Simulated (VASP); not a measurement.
# MgO (Periclase) (Fm-3m) in VASP: notebook

Runs on MgO (Periclase). Level: LDA. Tasks: single point.

All numbers are computed with VASP 6.6.1; they aren't measurements. Logs are shortened: lines on timing, memory, paths and dates and some standing lists are left out, and cuts for length are marked.

## Step 1: The cell of the first run

It takes space group Fm-3m (No. 225, cubic). Conventional cell: a = 4.245 Å, b = 4.245 Å, c = 4.245 Å, α = 90.00°, β = 90.00°, γ = 90.00°. Mg (site symmetry m-3m) has 6 O at 2.12 Å within 2.8 Å. Within 2.8 Å of O (site symmetry m-3m) lie 6 Mg at 2.12 Å.

## Step 2: Single point, LDA

INCAR reads:

```
ALGO = Normal
EDIFF = 1E-6
ENCUT = 600
GGA = CA
GGA_COMPAT = False
ISIF = 2
ISMEAR = 0
LASPH = True
LCHARG = False
LREAL = False
LWAVE = False
NBANDS = 11
NELM = 120
PREC = Accurate
SIGMA = 0.01
```

KPOINTS reads:

```
k-points
0
Gamma
  8 8 8
```

POSCAR reads:

```
MgO
1.0
    0.0000000000      2.1224639831      2.1224639831
    2.1224639831      0.0000000000      2.1224639831
    2.1224639831      2.1224639831      0.0000000000
Mg O
1 1
Direct
    0.0000000000      0.0000000000      0.0000000000
    0.5000000000      0.5000000000      0.5000000000
```

Potentials or basis: VASP PAW LDA potentials, release 64 (Mg, O).

Started as:

```sh
> cat potpaw_LDA.64/Mg/POTCAR potpaw_LDA.64/O/POTCAR > POTCAR
> mpirun -np 1 vasp_std > vasp.out
```

OUTCAR:

```text
EDIFF = 1E-6
   ENCUT = 600
   GGA = CA
   ISIF = 2
   ISMEAR = 0
   LASPH = True
   LREAL = False
   NELM = 120
   PREC = Accurate

 ion  position               nearest neighbor table
   1  0.000  0.000  0.000-   2 2.12   2 2.12   2 2.12   2 2.12   2 2.12   2 2.12
   2  0.500  0.500  0.500-   1 2.12   1 2.12   1 2.12   1 2.12   1 2.12   1 2.12

  LATTYP: Found a face centered cubic cell.
 ALAT       =     4.2449279662

  Lattice vectors:

 A1 = (   0.0000000000,   2.1224639831,   2.1224639831)
 A2 = (   2.1224639831,   0.0000000000,   2.1224639831)
 A3 = (   2.1224639831,   2.1224639831,   0.0000000000)

Analysis of symmetry for initial positions (statically):
=====================================================================
 Subroutine PRICEL returns:
 Original cell was already a primitive cell.

 Routine SETGRP: Setting up the symmetry group for a
 face centered cubic supercell.

 Subroutine GETGRP returns: Found 48 space group operations
 (whereof 48 operations were pure point group operations)
 out of a pool of 48 trial point group operations.

The static configuration has the point symmetry O_h .

Analysis of symmetry for dynamics (positions and initial velocities):
=====================================================================
 Subroutine PRICEL returns:
 Original cell was already a primitive cell.

 Routine SETGRP: Setting up the symmetry group for a
 face centered cubic supercell.

 Subroutine GETGRP returns: Found 48 space group operations
 (whereof 48 operations were pure point group operations)
 out of a pool of 48 trial point group operations.

The dynamic configuration has the point symmetry O_h .

 Subroutine INISYM returns: Found 48 space group operations
 (whereof 48 operations are pure point group operations),
 and found     1 'primitive' translations

----------------------------------------------------------------------------------------

                                     Primitive cell

  volume of cell :      19.1228

  direct lattice vectors                    reciprocal lattice vectors
     0.000000000  2.122463983  2.122463983    -0.235575258  0.235575258  0.235575258
     2.122463983  0.000000000  2.122463983     0.235575258 -0.235575258  0.235575258
     2.122463983  2.122463983  0.000000000     0.235575258  0.235575258 -0.235575258

  length of vectors
     3.001617351  3.001617351  3.001617351     0.408028316  0.408028316  0.408028316

  position of ions in fractional coordinates (direct lattice)
     0.000000000  0.000000000  0.000000000
     0.500000000  0.500000000  0.500000000

  ion indices of the primitive-cell ions
   primitive index   ion index
                 1           1
                 2           2

----------------------------------------------------------------------------------------

 KPOINTS: k-points

Automatic generation of k-mesh.
 Grid dimensions read from file:
 generate k-points for:    8    8    8

 Generating k-lattice:

  Cartesian coordinates                     Fractional coordinates (reciprocal lattice)
    -0.029446907  0.029446907  0.029446907     0.125000000  0.000000000  0.000000000
     0.029446907 -0.029446907  0.029446907     0.000000000  0.125000000  0.000000000
     0.029446907  0.029446907 -0.029446907     0.000000000  0.000000000  0.125000000

  Length of vectors
     0.051003539  0.051003539  0.051003539

  Shift w.r.t. Gamma in fractional coordinates (k-lattice)
     0.000000000  0.000000000  0.000000000

 Subroutine IBZKPT returns following result:
 ===========================================

 Found     29 irreducible k-points:

 Following reciprocal coordinates:
            Coordinates               Weight
  0.000000  0.000000  0.000000      1.000000
  0.125000  0.000000  0.000000      8.000000
  0.250000  0.000000  0.000000      8.000000
  0.375000  0.000000  0.000000      8.000000
  0.500000  0.000000  0.000000      4.000000
  0.125000  0.125000  0.000000      6.000000
[... 16 lines left out ...]
  0.500000  0.250000  0.125000     48.000000
 -0.375000  0.250000  0.125000     24.000000
 [... further k-points ...]
   k-points           NKPTS =     29   k-points in BZ     NKDIM =     29   number of bands    NBANDS=     11
   number of dos      NEDOS =    301   number of ions     NIONS =      2
   total plane-waves  NPLWV =  13824
   dimension x,y,z NGX =    24 NGY =   24 NGZ =   24
   dimension x,y,z NGXF=    48 NGYF=   48 NGZF=   48
   ions per type =               1   1
   NGX,Y,Z   is equivalent  to a cutoff of  13.29, 13.29, 13.29 a.u.
   NGXF,Y,Z  is equivalent  to a cutoff of  26.59, 26.59, 26.59 a.u.
 SYSTEM =  unknown system
   PREC   = accura    normal or accurate (medium, high low for compatibility)
   ISTART =      0    job   : 0-new  1-cont  2-samecut
   ICHARG =      2    charge: 1-file 2-atom 10-const
   ISPIN  =      1    spin polarized calculation?
   LNONCOLLINEAR =      F non collinear calculations
   LSORBIT =      F    spin-orbit coupling
   LASPH  =      T    aspherical Exc in radial PAW
   ENCUT  =  600.0 eV  44.10 Ry    6.64 a.u.   5.99  5.99  5.99*2*pi/ulx,y,z
   NELM   =    120;   NELMIN=  2; NELMDL= -5     # of ELM steps
   EDIFF  = 0.1E-05   stopping-criterion for ELM
   LREAL  =      F    real-space projection
   EDIFFG = 0.1E-04   stopping-criterion for IOM
   NSW    =      0    number of steps for IOM
   IBRION =     -1    ionic relax: 0-MD 1-quasi-New 2-CG
   NFREE  =      0    steps in history (QN), initial steepest desc. (CG)
   ISIF   =      2    stress and relaxation
   ISYM   =      2    0-nonsym 1-usesym 2-fastsym
   POTIM  = 0.5000    time-step for ionic-motion
   TEBEG  =    0.0;   TEEND  =   0.0 temperature during run
   PSTRESS=    0.0 pullay stress
   NELECT =       8.0000    total number of electrons
   NUPDOWN=      -1.0000    fix difference up-down
   EMIN   =  10.00;   EMAX   =-10.00  energy-range for DOS
   EFERMI =   0.00;   METHOD = LEGACY
   ISMEAR =     0;   SIGMA  =   0.01  broadening in eV -4-tet -1-fermi 0-gaus
   EFERMI_NEDOS =   21; number of points for ismear=-14 and -15
   IALGO  =     38    algorithm
   IMIX   =      4    mixing-type and parameters
     AMIX     =   0.40;   BMIX     =  1.00
     AMIX_MAG =   1.60;   BMIX_MAG =  1.00
  volume/ion in A,a.u.               =       9.56        64.52
  Fermi-wavevector in a.u.,A,eV,Ry     =   1.224394  2.313769 20.397045  1.499140
  Thomas-Fermi vector in A             =   2.359470
   LORBIT       =      0    0 simple, 1 ext, 2 COOP (PROOUT), +10 PAW based schemes
   GGA     = CA    functional components
   LHFCALC =     F    Hartree Fock is set to
   AEXX    =    0.0000 exact exchange contribution
   IVDW    =     0    specifies the selected vdW correction
   LEPSILON=     F    determine dielectric tensor
   LRPA    =     F    only Hartree local field effects (RPA)
 non-spin polarized calculation
 Gauss-broadening in eV      SIGMA  =   0.01
  energy-cutoff  :      600.00
  volume of cell :       19.12
 maximum number of plane-waves:       652
   NGX = 11   NGY = 11   NGZ = 11

 number of electron       8.0000005 magnetization

 Free energy of the ion-electron system (eV)
  ---------------------------------------------------
  ext. energy  EPLUGINS =         0.00000000
  ---------------------------------------------------
  free energy    TOTEN  =       -13.40255627 eV

  energy without entropy =      -13.40255627  energy(sigma->0) =      -13.40255627

 E-fermi :   2.8601     XC(G=0): -11.4796

 val. band max:        2.7037953376   @ k =   0.0000   0.0000   0.0000
 cond. band min:       7.1374988271   @ k =   0.0000   0.0000   0.0000
 fundamental gap:      4.4337034895
 Fermi energy:         2.8601274938

 k-point     1 :       0.0000    0.0000    0.0000
  band No.  band energies     occupation
      1     -14.1771      2.00000
      2       2.7038      2.00000
      3       2.7038      2.00000
      4       2.7038      2.00000
      5       7.1375      0.00000
      6      18.1042      0.00000
      7      18.1042      0.00000
      8      18.1042      0.00000
      9      22.0683      0.00000
     10      23.6830      0.00000
     11      23.6830      0.00000

 k-point     2 :       0.1250    0.0000    0.0000
  band No.  band energies     occupation
      1     -14.0137      2.00000
      2       1.7456      2.00000
      3       2.6026      2.00000
      4       2.6026      2.00000
      5       8.0476      0.00000
      6      16.4607      0.00000
      7      18.4470      0.00000
      8      18.4470      0.00000
      9      22.6445      0.00000
     10      22.6445      0.00000
     11      24.0723      0.00000

 k-point     3 :       0.2500    0.0000    0.0000
  band No.  band energies     occupation
      1     -13.5882      2.00000
      2       0.0519      2.00000
      3       2.3700      2.00000
      4       2.3700      2.00000
      5       9.4732      0.00000
      6      14.9115      0.00000
      7      18.8778      0.00000
      8      18.8778      0.00000
      9      22.2607      0.00000
     10      22.2607      0.00000
     11      23.9711      0.00000

 k-point     4 :       0.3750    0.0000    0.0000
  band No.  band energies     occupation
      1     -13.1067      2.00000
      2      -1.3458      2.00000
      3       2.1513      2.00000
      4       2.1513      2.00000
      5      10.1903      0.00000
      6      14.6547      0.00000
      7      18.6484      0.00000
      8      18.6484      0.00000
      9      23.2113      0.00000
     10      23.5607      0.00000
     11      23.5607      0.00000
[... 239 lines left out ...]
 k-point    22 :       0.3750    0.2500    0.1250
  band No.  band energies     occupation
      1     -13.2823      2.00000
      2      -0.2982      2.00000
      3       1.5585      2.00000
      4       2.0977      2.00000
      5      10.8429      0.00000
      6      13.8789      0.00000
      7      17.2211      0.00000
      8      19.6643      0.00000
      9      20.3132      0.00000
     10      24.5514      0.00000
     11      27.7539      0.00000

 k-point    23 :       0.5000    0.2500    0.1250
  band No.  band energies     occupation
      1     -12.9022      2.00000
      2      -0.9856      2.00000
      3       0.9883      2.00000
      4       1.8476      2.00000
      5      11.8463      0.00000
      6      13.9947      0.00000
      7      16.0737      0.00000
      8      19.2524      0.00000
      9      21.8404      0.00000
     10      24.4958      0.00000
     11      27.9763      0.00000

 k-point    24 :      -0.3750    0.2500    0.1250
  band No.  band energies     occupation
      1     -12.7328      2.00000
      2      -1.2792      2.00000
      3       0.7837      2.00000
      4       1.7287      2.00000
      5      12.0433      0.00000
      6      14.4763      0.00000
      7      15.6605      0.00000
      8      19.0098      0.00000
      9      22.6879      0.00000
     10      24.1347      0.00000
     11      28.1254      0.00000

 [... further k-points ...]
[... 5 lines left out ...]
  --------------------------------------------------------------------------------------
  -------------------------------------------------------------------------------------
  Total       -1.3378773     -1.3378773     -1.3378773      0.0000000      0.0000000      0.0000000
  in kB     -112.0923245   -112.0923245   -112.0923245      0.0000000      0.0000000      0.0000000
  external PRESSURE =    -112.0923245 kB  Pullay stress =       0.0000000 kB

 VOLUME and BASIS-vectors are now :
 -----------------------------------------------------------------------------
  energy-cutoff  :      600.00
  volume of cell :       19.12
      direct lattice vectors                 reciprocal lattice vectors
     0.000000000  2.122463983  2.122463983    -0.235575258  0.235575258  0.235575258
     2.122463983  0.000000000  2.122463983     0.235575258 -0.235575258  0.235575258
     2.122463983  2.122463983  0.000000000     0.235575258  0.235575258 -0.235575258

 POSITION                                       TOTAL-FORCE (eV/Angst)
 -----------------------------------------------------------------------------------
      0.00000      0.00000      0.00000        -0.000000     -0.000000     -0.000000
      2.12246      2.12246      2.12246         0.000000      0.000000      0.000000
 -----------------------------------------------------------------------------------
    total drift:                               -0.000000     -0.000000      0.000000

  FREE ENERGIE OF THE ION-ELECTRON SYSTEM (eV)
  ---------------------------------------------------
  free  energy   TOTEN  =       -13.4025562677 eV

  energy  without entropy=      -13.4025562677  energy(sigma->0) =      -13.40255627
```

Run time: 6.3 s. Hardware: 1 thread of Intel Xeon 8259CL, shared host; peak memory 0.13 GiB.

Results:

```
Free energy            : -13.4026 eV
Pressure               : -11.2 GPa
Band gap on the k mesh : 4.43 eV, direct
```

As with any semilocal functional, this LDA gap is likely too small.

## Step 3: Single point, LDA

This run uses another cell than the first one, of 9.75 Å³/atom, 1.020 times its volume.

INCAR reads:

```
PREC = Accurate
ENCUT = 600
EDIFF = 1E-6
ISMEAR = 0
SIGMA = 0.01
LREAL = F
LASPH = T
NELM = 120
ALGO = Normal
ISIF = 2
LWAVE = F
LCHARG = F
NBANDS = 11
GGA_COMPAT = F
```

KPOINTS reads:

```
regular mesh
0
Gamma
  8 8 8
```

POSCAR reads:

```
MgO
1.0
    0.0000000000      2.1362466030      2.1362466030
    2.1362466030      0.0000000000      2.1362466030
    2.1362466030      2.1362466030      0.0000000000
Mg O
1 1
Direct
    0.0000000000      0.0000000000      0.0000000000
    0.5000000000      0.5000000000      0.5000000000
```

Potentials or basis: VASP PAW LDA potentials, release 64 (Mg, O).

Started as:

```sh
> cat potpaw_LDA.64/Mg/POTCAR potpaw_LDA.64/O/POTCAR > POTCAR
> mpirun -np 1 vasp_std > vasp.out
```

Wall time 6.7 s (1 thread of Intel Xeon 8259CL, shared host); peak memory 0.13 GiB.

Results (log left out):

```yaml
Free_energy: -13.3743 eV
Pressure: -13.7 GPa
Band_gap_on_the_k_mesh: 4.25 eV, direct
```

Levels at points of the mesh, in eV from the valence-band top:
```tsv
k point	band 2	band 3	band 4	band 5	band 6	band 7
(0.00, 0.00, 0.00)	0.00	0.00	0.00	4.25	15.29	15.29
(0.50, 0.00, 0.00)	-4.51	-0.62	-0.62	7.47	11.92	15.57
(0.50, 0.50, 0.00)	-3.98	-1.31	-1.31	8.85	9.25	12.45
```

Expect the measured gap to be larger: semilocal functionals such as LDA lack the derivative discontinuity.

## Step 4: Single point, LDA

This run uses another cell than the first one, of 9.94 Å³/atom, 1.039 times its volume.

INCAR reads:

```
  PREC = Accurate
  ENCUT = 600
  EDIFF = 1E-6
  ISMEAR = 0
  SIGMA = 0.01
  LREAL = F
  LASPH = T
  NELM = 120
  ALGO = Normal
  ISIF = 2
  LWAVE = F
  LCHARG = F
  NBANDS = 11
  GGA_COMPAT = F
```

KPOINTS reads:

```
Automatic mesh
0
Gamma
  8 8 8
```

POSCAR reads:

```
MgO
1.0
    0.0000000000      2.1498536361      2.1498536361
    2.1498536361      0.0000000000      2.1498536361
    2.1498536361      2.1498536361      0.0000000000
Mg O
1 1
Direct
    0.0000000000      0.0000000000      0.0000000000
    0.5000000000      0.5000000000      0.5000000000
```

Started as:

```sh
> cat potpaw_LDA.64/Mg/POTCAR potpaw_LDA.64/O/POTCAR > POTCAR
> mpirun -np 1 vasp_std > vasp.out
```

It took 6.5 s on 1 thread of Intel Xeon 8259CL, shared host; peak memory 0.13 GiB.

It converged, with:

```
Free energy            : -13.3405 eV
Pressure               : -15.9 GPa
Band gap on the k mesh : 4.08 eV, direct
```

Levels at points of the mesh, in eV from the valence-band top:
| k point | band 1 | band 2 | band 3 | band 4 | band 5 | band 6 | band 7 | band 8 |
| --- | --- | --- | --- | --- | --- | --- | --- | --- |
| (0.00, 0.00, 0.00) | -16.69 | 0.00 | 0.00 | 0.00 | 4.08 | 15.19 | 15.19 | 15.19 |
| (0.50, 0.00, 0.00) | -15.49 | -4.43 | -0.60 | -0.60 | 7.36 | 11.71 | 15.38 | 15.38 |
| (0.50, 0.50, 0.00) | -15.24 | -3.90 | -1.29 | -1.29 | 8.83 | 9.05 | 12.26 | 17.72 |

## Step 5: The runs side by side

| cell | gap on the mesh (eV) | pressure (GPa) |
| --- | --- | --- |
| a = 3.002 Å, angles 60.0°, 2 atoms | 4.43 | -11.2 |
| a = 3.021 Å, angles 60.0°, 2 atoms | 4.25 | -13.7 |
| a = 3.040 Å, angles 60.0°, 2 atoms | 4.08 | -15.9 |

Alike in all rows: task single point; level LDA; potentials or basis VASP PAW LDA potentials, release 64 (Mg, O); no spin polarisation; k mesh 8 × 8 × 8; cutoff (eV) 600; smearing gaussian 0.01 eV.

Absolute energies hang on the potentials; compare differences alone.
